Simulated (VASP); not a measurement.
K3S2:

```
K S
1.0
     3.66161    2.11403    6.66468
    -3.66161    2.11403    6.66468
     0.00000   -4.22806    6.66468
K S
6 4
Cartesian
  -1.4189 -2.1140 8.3308
  2.5402 -0.1718 8.3308
  -1.1214 2.2858 8.3308
  1.4189 2.1140 11.6632
  -2.5402 0.1718 11.6632
  1.1214 -2.2858 11.6632
  0.0000 0.0000 17.0385
  0.0000 0.0000 12.9525
  0.0000 0.0000 2.9555
  0.0000 0.0000 7.0415
```

```yaml
Program: VASP 6.6.1
Task: relaxation of cell and atoms
Functional: PBE
Potentials_or_basis: VASP PAW PBE potentials, release 64 (K_sv, S)
Cutoff: 600 eV
k_mesh: 3 × 3 × 3
Occupations: gaussian, width 0.1 eV
Spin: no spin polarisation
```

At the start: pressure 6.0 GPa; volume 30.95 Å³/atom.

Question: How do energy, volume and symmetry change on relaxing?

Answer: Over 9 steps the energy falls by 133.1 meV/atom and the volume is 39.21 Å³/atom (+26.7 %); space group R-3c (No. 167, to 0.1 Å) before and after.

The path:
| step | energy change (eV) | largest force (eV/Å) | pressure (GPa) | volume (Å³) |
| --- | --- | --- | --- | --- |
| 1 | 0.0000 | 0.2662 | 5.96 | 309.54 |
| 2 | -1.1752 | 0.1676 | 1.35 | 364.01 |
| 3 | -1.2376 | 0.1305 | -0.81 | 419.40 |
| 4 | -1.3005 | 0.1400 | -0.14 | 397.26 |
| 5 | -1.3013 | 0.1417 | -0.04 | 394.49 |
| 6 | -1.3098 | 0.1216 | -0.03 | 394.10 |
| 7 | -1.3268 | 0.0593 | 0.02 | 392.93 |
| 8 | -1.3191 | 0.1194 | 0.19 | 390.53 |
| 9 | -1.3307 | 0.0383 | 0.07 | 392.08 |

Final structure:
```
K S
1.0
     4.00594    2.31283    7.05304
    -4.00594    2.31283    7.05304
     0.00000   -4.62566    7.05304
K S
6 4
Cartesian
  -1.6204 -2.3128 8.8163
  2.8132 -0.2469 8.8163
  -1.1928 2.5597 8.8163
  1.6204 2.3128 12.3428
  -2.8132 0.2469 12.3428
  1.1928 -2.5597 12.3428
  0.0000 0.0000 17.9873
  0.0000 0.0000 13.7514
  0.0000 0.0000 3.1718
  0.0000 0.0000 7.4077
```

Caveat: the volume moved by over 15 % at a fixed basis, so the end points are rough.
